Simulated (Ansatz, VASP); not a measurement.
**HfSiO4: VASP beside Ansatz**

```
CELL_PARAMETERS angstrom
-3.22501 3.22501 3.02689
3.22501 -3.22501 3.02689
3.22501 3.22501 -3.02689
ATOMIC_POSITIONS crystal
Hf 0.00000 0.00000 0.00000
Hf 0.75000 0.25000 0.50000
Si 0.25000 0.75000 0.50000
Si 0.50000 0.50000 0.00000
O 0.13517 0.32115 0.81402
O 0.07115 0.75714 0.68598
O 0.07115 0.38517 0.31402
O 0.50714 0.32115 0.18598
O 0.67885 0.49286 0.81402
O 0.61483 0.92885 0.68598
O 0.24286 0.92885 0.31402
O 0.67885 0.86483 0.18598
```

Change from the starting cell: epitaxial_xy strain -2.0%.

Alike in both runs: task single point; functional r2SCAN; k mesh 6 × 6 × 6; no spin polarisation.

|  | VASP | Ansatz |
| --- | --- | --- |
| version | VASP 6.6.1 | Ansatz 0.2.0 |
| potentials or method | VASP PAW PBE potentials, release 64 (Hf_pv, Si, O) | plane waves, PAW |
| plane-wave cutoff (eV) | 520 | 500 |
| occupations | gaussian, width 0.01 eV | fixed |
| valence electrons in the cell | 76 | 108 |

Ansatz gave:

| Item | Value |
| --- | --- |
| gap on the k mesh at the Fermi level (eV) | 6.16 |
| pressure (GPa) | 6.1 |
| traceless stress, the component that is largest in VASP (GPa) | -6.18 |
| rms of the force components (eV/Å) | 0.003 |

Which values does VASP return?

gap on the k mesh at the Fermi level (eV): 6.11; pressure (GPa): 4.2; traceless stress, the component that is largest in VASP (GPa): -5.66; rms of the force components (eV/Å): 0.107.

VASP's potentials were made for PBE, not for r2SCAN. Atom by atom the forces differ by 0.109 eV/Å (rms over components). VASP's potentials hold 76 valence electrons a cell and Ansatz's 108, so a difference there can come from the potentials and not from the codes.

Neither program's run includes spin-orbit coupling.
